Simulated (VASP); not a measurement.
Set up this calculation in VASP 6.6.1, as the native input.

| Property | Result |
| --- | --- |
| Task | relaxation of shape and atoms at fixed volume |
| Functional | PBEsol |
| Potentials or basis | VASP PAW PBE potentials, release 64 (In_d, Sb) |
| Cutoff | 600 eV |
| k mesh | 6 × 6 × 10 |
| Occupations | gaussian, width 0.05 eV |
| Spin | no spin polarisation |
| Dipole correction | no |
| Further INCAR settings | ALGO = Fast; EDIFF = 1e-06; IBRION = 2; EDIFFG = -0.01; NSW = 60; ISIF = 4 |

The structure of InSb lies in POSCAR:

```
InSb
1.0
    5.6110967085      0.0000000000      0.0000000000
    0.0000000000      5.6790560891      0.0000000000
    0.0000000000      0.0000000000      3.2088896807
In Sb
2 2
Direct
    0.0000000000      0.0000000000      0.0219879625
    0.5000000000      0.5000000000     -0.0219879625
    0.5000000000      0.0000000000      0.6916978515
    0.0000000000      0.5000000000      0.3083021485
```

One way to write it, as run:

INCAR

```
SYSTEM = InSb
ALGO     = Fast           ! electronic algorithm
EDIFF    = 1E-6           ! SCF threshold, eV
EDIFFG   = -0.01          ! ionic threshold
ENCUT    = 600            ! plane-wave cutoff, eV
GGA      = PS             ! functional
IBRION   = 2              ! ionic algorithm
ISIF     = 4              ! what is computed and relaxed
ISMEAR   = 0              ! smearing method
LASPH    = .True.         ! aspherical terms in the spheres
LCHARG   = .False.        ! write CHGCAR
LREAL    = .False.        ! projectors in reciprocal space
LWAVE    = .False.        ! write WAVECAR
NELM     = 80             ! most SCF steps
NSW      = 60             ! ionic steps
PREC     = Accurate       ! precision mode
SIGMA    = 0.05           ! smearing width, eV
```

KPOINTS

```
k-points
0
Gamma
  6 6 10
  0 0 0
```

Potentials or basis: VASP PAW PBE potentials, release 64 (In_d, Sb).

The run is started by

```sh
$ cat potpaw_PBE.64/In_d/POTCAR potpaw_PBE.64/Sb/POTCAR > POTCAR
$ mpirun -np 1 vasp_std > vasp.out
```

It gave:

| Item | Value |
| --- | --- |
| Energy gained by relaxing | 0.2 meV/atom |
| Ionic steps | 6 |
| Pressure after relaxing | 2.4 GPa |
| Band gap on the k mesh | zero (bands 18 and 19 overlap by 3.20 eV) |

Caveat: the PAW data sets were made with another functional, which shifts forces and pressure a little; spin-orbit coupling is left out, which moves the levels of the heavy elements.

Run time: 24 min on 1 thread of Oxide Virtual Turin-like Processor, with other jobs on the host, peak memory 0.4 GiB.
